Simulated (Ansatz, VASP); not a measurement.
Two plane-wave programs on MgS

```
CELL_PARAMETERS angstrom
4.04877 0.00000 0.00000
-2.02438 3.50634 0.00000
0.00000 0.00000 6.48666
ATOMIC_POSITIONS crystal
Mg 0.33333 0.66667 0.99713
Mg 0.66667 0.33333 0.49713
S 0.33333 0.66667 0.37787
S 0.66667 0.33333 0.87787
```

Change from the starting cell: hydrostatic strain +0.5%.

Alike in both runs: task single point; functional PBE; k mesh 12 × 12 × 4; occupations fermi-dirac, width 0.02 eV; no spin polarisation.

|  | VASP | Ansatz |
| --- | --- | --- |
| version | VASP 6.6.1 | Ansatz 0.2.0 |
| potentials or method | VASP PAW PBE potentials, release 64 (Mg, S) | plane waves, PAW |
| plane-wave cutoff (eV) | 520 | 420 |
| valence electrons in the cell | 16 | 32 |

|  | VASP | Ansatz | Ansatz less VASP |
| --- | --- | --- | --- |
| gap on the k mesh at the Fermi level (eV) | 3.39 | 3.40 | +0.008 |
| pressure (GPa) | 0.0 | 0.2 | +0.15 |

VASP's potentials hold 16 valence electrons a cell and Ansatz's 32, so a difference there can come from the potentials and not from the codes.
